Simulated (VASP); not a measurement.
# GaP (F-43m) in VASP: further runs

Runs on GaP. Level: LDA. Tasks: single point.

All numbers are computed with VASP 6.6.1; they aren't measurements. Logs are shortened: lines on timing, memory, paths and dates and some standing lists are left out, and cuts for length are marked.

## 1. The cell of the first run

It takes space group F-43m (No. 216, cubic). The conventional cell has a = 5.340 Å, b = 5.340 Å, c = 5.340 Å, α = 90.00°, β = 90.00°, γ = 90.00°. Ga (site symmetry -43m) has 4 P at 2.31 Å within 3.1 Å. P (site symmetry -43m) has 4 Ga at 2.31 Å within 3.1 Å.

## 2. Single point, LDA (volume scaled by 0.9405)

File INCAR:

```
SYSTEM = GaP
ALGO = Normal
EDIFF = 1E-6
ENCUT = 520
ISIF = 2
ISMEAR = -1
LASPH = .TRUE.
LCHARG = .FALSE.
LREAL = .FALSE.
LWAVE = .FALSE.
NBANDS = 16
NELM = 100
PREC = Accurate
SIGMA = 0.05
```

File KPOINTS:

```
k-points
0
G
  10 10 10
  0 0 0
```

File POSCAR:

```
GaP
1.0
    0.0000000000      2.6700902952      2.6700902952
    2.6700902952      0.0000000000      2.6700902952
    2.6700902952      2.6700902952      0.0000000000
Ga P
1 1
Direct
    0.0000000000      0.0000000000      0.0000000000
    0.7500000000      0.7500000000      0.7500000000
```

Potentials or basis: VASP PAW LDA potentials, release 64 (Ga_d, P).

Started as:

```console
$ cat potpaw_LDA.64/Ga_d/POTCAR potpaw_LDA.64/P/POTCAR > POTCAR
$ mpirun -np 1 vasp_std > vasp.out
```

OUTCAR:

```text
SYSTEM = GaP
   EDIFF = 1E-6
   ENCUT = 520
   ISIF = 2
   ISMEAR = -1
   LASPH = .TRUE.
   LREAL = .FALSE.
   NELM = 100
   PREC = Accurate

 ion  position               nearest neighbor table
   1  0.000  0.000  0.000-   2 2.31   2 2.31   2 2.31   2 2.31
   2  0.750  0.750  0.750-   1 2.31   1 2.31   1 2.31   1 2.31

  LATTYP: Found a face centered cubic cell.
 ALAT       =     5.3401805904

  Lattice vectors:

 A1 = (   0.0000000000,   2.6700902952,   2.6700902952)
 A2 = (   2.6700902952,   0.0000000000,   2.6700902952)
 A3 = (   2.6700902952,   2.6700902952,   0.0000000000)

Analysis of symmetry for initial positions (statically):
=====================================================================
 Subroutine PRICEL returns:
 Original cell was already a primitive cell.

 Routine SETGRP: Setting up the symmetry group for a
 face centered cubic supercell.

 Subroutine GETGRP returns: Found 24 space group operations
 (whereof 24 operations were pure point group operations)
 out of a pool of 48 trial point group operations.

The static configuration has the point symmetry T_d .

Analysis of symmetry for dynamics (positions and initial velocities):
=====================================================================
 Subroutine PRICEL returns:
 Original cell was already a primitive cell.

 Routine SETGRP: Setting up the symmetry group for a
 face centered cubic supercell.

 Subroutine GETGRP returns: Found 24 space group operations
 (whereof 24 operations were pure point group operations)
 out of a pool of 48 trial point group operations.

The dynamic configuration has the point symmetry T_d .

 Subroutine INISYM returns: Found 24 space group operations
 (whereof 24 operations are pure point group operations),
 and found     1 'primitive' translations

----------------------------------------------------------------------------------------

                                     Primitive cell

  volume of cell :      38.0722

  direct lattice vectors                    reciprocal lattice vectors
     0.000000000  2.670090295  2.670090295    -0.187259585  0.187259585  0.187259585
     2.670090295  0.000000000  2.670090295     0.187259585 -0.187259585  0.187259585
     2.670090295  2.670090295  0.000000000     0.187259585  0.187259585 -0.187259585

  length of vectors
     3.776077908  3.776077908  3.776077908     0.324343115  0.324343115  0.324343115

  position of ions in fractional coordinates (direct lattice)
     0.000000000  0.000000000  0.000000000
     0.750000000  0.750000000  0.750000000

  ion indices of the primitive-cell ions
   primitive index   ion index
                 1           1
                 2           2

----------------------------------------------------------------------------------------

 KPOINTS: k-points

Automatic generation of k-mesh.
 Grid dimensions read from file:
 generate k-points for:   10   10   10

 Generating k-lattice:

  Cartesian coordinates                     Fractional coordinates (reciprocal lattice)
    -0.018725958  0.018725958  0.018725958     0.100000000  0.000000000  0.000000000
     0.018725958 -0.018725958  0.018725958     0.000000000  0.100000000  0.000000000
     0.018725958  0.018725958 -0.018725958     0.000000000  0.000000000  0.100000000

  Length of vectors
     0.032434312  0.032434312  0.032434312

  Shift w.r.t. Gamma in fractional coordinates (k-lattice)
     0.000000000  0.000000000  0.000000000

 Subroutine IBZKPT returns following result:
 ===========================================

 Found     47 irreducible k-points:

 Following reciprocal coordinates:
            Coordinates               Weight
  0.000000  0.000000  0.000000      1.000000
  0.100000  0.000000  0.000000      8.000000
  0.200000  0.000000  0.000000      8.000000
  0.300000  0.000000  0.000000      8.000000
  0.400000  0.000000  0.000000      8.000000
  0.500000  0.000000  0.000000      4.000000
[... 16 lines left out ...]
  0.300000  0.300000  0.000000      6.000000
  0.400000  0.300000  0.000000     24.000000
 [... further k-points ...]
   k-points           NKPTS =     47   k-points in BZ     NKDIM =     47   number of bands    NBANDS=     16
   number of dos      NEDOS =    301   number of ions     NIONS =      2
   total plane-waves  NPLWV =  21952
   dimension x,y,z NGX =    28 NGY =   28 NGZ =   28
   dimension x,y,z NGXF=    56 NGYF=   56 NGZF=   56
   ions per type =               1   1
   NGX,Y,Z   is equivalent  to a cutoff of  12.33, 12.33, 12.33 a.u.
   NGXF,Y,Z  is equivalent  to a cutoff of  24.65, 24.65, 24.65 a.u.
 SYSTEM =  GaP
   PREC   = accura    normal or accurate (medium, high low for compatibility)
   ISTART =      0    job   : 0-new  1-cont  2-samecut
   ICHARG =      2    charge: 1-file 2-atom 10-const
   ISPIN  =      1    spin polarized calculation?
   LNONCOLLINEAR =      F non collinear calculations
   LSORBIT =      F    spin-orbit coupling
   LASPH  =      T    aspherical Exc in radial PAW
   ENCUT  =  520.0 eV  38.22 Ry    6.18 a.u.   7.02  7.02  7.02*2*pi/ulx,y,z
   NELM   =    100;   NELMIN=  2; NELMDL= -5     # of ELM steps
   EDIFF  = 0.1E-05   stopping-criterion for ELM
   LREAL  =      F    real-space projection
   EDIFFG = 0.1E-04   stopping-criterion for IOM
   NSW    =      0    number of steps for IOM
   IBRION =     -1    ionic relax: 0-MD 1-quasi-New 2-CG
   NFREE  =      0    steps in history (QN), initial steepest desc. (CG)
   ISIF   =      2    stress and relaxation
   ISYM   =      2    0-nonsym 1-usesym 2-fastsym
   POTIM  = 0.5000    time-step for ionic-motion
   TEBEG  =    0.0;   TEEND  =   0.0 temperature during run
   PSTRESS=    0.0 pullay stress
   NELECT =      18.0000    total number of electrons
   NUPDOWN=      -1.0000    fix difference up-down
   EMIN   =  10.00;   EMAX   =-10.00  energy-range for DOS
   EFERMI =   0.00;   METHOD = LEGACY
   ISMEAR =    -1;   SIGMA  =   0.05  broadening in eV -4-tet -1-fermi 0-gaus
   EFERMI_NEDOS =   21; number of points for ismear=-14 and -15
   IALGO  =     38    algorithm
   IMIX   =      4    mixing-type and parameters
     AMIX     =   0.40;   BMIX     =  1.00
     AMIX_MAG =   1.60;   BMIX_MAG =  1.00
  volume/ion in A,a.u.               =      19.04       128.46
  Fermi-wavevector in a.u.,A,eV,Ry     =   1.275351  2.410064 22.130150  1.626520
  Thomas-Fermi vector in A             =   2.408068
   LORBIT       =      0    0 simple, 1 ext, 2 COOP (PROOUT), +10 PAW based schemes
   GGA     = CA    functional components
   LHFCALC =     F    Hartree Fock is set to
   AEXX    =    0.0000 exact exchange contribution
   IVDW    =     0    specifies the selected vdW correction
   LEPSILON=     F    determine dielectric tensor
   LRPA    =     F    only Hartree local field effects (RPA)
 non-spin polarized calculation
  energy-cutoff  :      520.00
  volume of cell :       38.07
 maximum number of plane-waves:      1034
   NGX = 13   NGY = 13   NGZ = 13

 number of electron      17.9999984 magnetization

 Free energy of the ion-electron system (eV)
  ---------------------------------------------------
  ext. energy  EPLUGINS =         0.00000000
  ---------------------------------------------------
  free energy    TOTEN  =       -10.44291592 eV

  energy without entropy =      -10.44291589  energy(sigma->0) =      -10.44291591

 E-fermi :   5.8125     XC(G=0): -10.4404

 val. band max:        5.1571873078   @ k =   0.0000   0.0000   0.0000
 cond. band min:       6.5068676176   @ k =   0.4000   0.4000   0.0000
 fundamental gap:      1.3496803098
 Fermi energy:         5.8125153460

 k-point     1 :       0.0000    0.0000    0.0000
  band No.  band energies     occupation
      1      -9.6674      2.00000
      2      -9.6674      2.00000
      3      -9.6674      2.00000
      4      -9.5494      2.00000
      5      -9.5494      2.00000
      6      -7.8303      2.00000
[... 8 lines left out ...]
     15      15.0411      0.00000
     16      15.0411      0.00000

 k-point     2 :       0.1000    0.0000    0.0000
  band No.  band energies     occupation
      1      -9.6785      2.00000
      2      -9.6637      2.00000
      3      -9.6637      2.00000
      4      -9.5495      2.00000
      5      -9.5495      2.00000
      6      -7.6893      2.00000
[... 8 lines left out ...]
     15      14.5131      0.00000
     16      14.5913      0.00000

 k-point     3 :       0.2000    0.0000    0.0000
  band No.  band energies     occupation
      1      -9.7052      2.00000
      2      -9.6547      2.00000
      3      -9.6547      2.00000
      4      -9.5489      2.00000
      5      -9.5489      2.00000
      6      -7.2804      2.00000
[... 8 lines left out ...]
     15      14.0528      0.00000
     16      15.2208      0.00000

 k-point     4 :       0.3000    0.0000    0.0000
  band No.  band energies     occupation
      1      -9.7345      2.00000
      2      -9.6454      2.00000
      3      -9.6454      2.00000
      4      -9.5464      2.00000
      5      -9.5464      2.00000
      6      -6.6499      2.00000
[... 8 lines left out ...]
     15      14.4976      0.00000
     16      14.8248      0.00000
[... 324 lines left out ...]
 k-point    22 :      -0.2000    0.2000    0.0000
  band No.  band energies     occupation
      1      -9.7403      2.00000
      2      -9.6390      2.00000
      3      -9.6386      2.00000
      4      -9.5539      2.00000
      5      -9.5445      2.00000
      6      -6.4364      2.00000
[... 8 lines left out ...]
     15      16.6644      0.00000
     16      17.4370      0.00000

 k-point    23 :       0.3000    0.3000    0.0000
  band No.  band energies     occupation
      1      -9.7656      2.00000
      2      -9.6169      2.00000
      3      -9.6169      2.00000
      4      -9.5775      2.00000
      5      -9.5320      2.00000
      6      -6.2485      2.00000
[... 8 lines left out ...]
     15      16.4191      0.00000
     16      19.2199      0.00000

 k-point    24 :       0.4000    0.3000    0.0000
  band No.  band energies     occupation
      1      -9.7790      2.00000
      2      -9.6102      2.00000
      3      -9.6074      2.00000
      4      -9.5808      2.00000
      5      -9.5294      2.00000
      6      -5.6741      2.00000
[... 8 lines left out ...]
     15      17.1128      0.00000
     16      19.2197      0.00000

 [... further k-points ...]

------------------------ aborting loop because EDIFF is reached ----------------------------------------

  FORCE on cell =-STRESS in cart. coord.  units (eV):
  Direction    XX          YY          ZZ          XY          YZ          ZX
  --------------------------------------------------------------------------------------
  -------------------------------------------------------------------------------------
  Total        0.6721743      0.6721743      0.6721743      0.0000000      0.0000000     -0.0000000
  in kB       28.2868558     28.2868558     28.2868558      0.0000000      0.0000000     -0.0000000
  external PRESSURE =      28.2868558 kB  Pullay stress =       0.0000000 kB

 VOLUME and BASIS-vectors are now :
 -----------------------------------------------------------------------------
  energy-cutoff  :      520.00
  volume of cell :       38.07
      direct lattice vectors                 reciprocal lattice vectors
     0.000000000  2.670090295  2.670090295    -0.187259585  0.187259585  0.187259585
     2.670090295  0.000000000  2.670090295     0.187259585 -0.187259585  0.187259585
     2.670090295  2.670090295  0.000000000     0.187259585  0.187259585 -0.187259585

 POSITION                                       TOTAL-FORCE (eV/Angst)
 -----------------------------------------------------------------------------------
      0.00000      0.00000      0.00000         0.000000      0.000000      0.000000
      4.00514      4.00514      4.00514        -0.000000     -0.000000     -0.000000
 -----------------------------------------------------------------------------------
    total drift:                               -0.000001     -0.000001     -0.000000

  FREE ENERGIE OF THE ION-ELECTRON SYSTEM (eV)
  ---------------------------------------------------
  free  energy   TOTEN  =       -10.4429159175 eV

  energy  without entropy=      -10.4429158942  energy(sigma->0) =      -10.44291591
```

Run time: 14 s. Hardware: 1 thread of Intel Xeon Platinum 8488C (Sapphire Rapids), shared host; peak memory 0.15 GiB.

What came out:

```yaml
Free_energy: -10.4429 eV
Pressure: 2.8 GPa
Band_gap_on_the_k_mesh: 1.35 eV, indirect (least direct gap 2.15 eV)
```

[end of part 1 of 2]
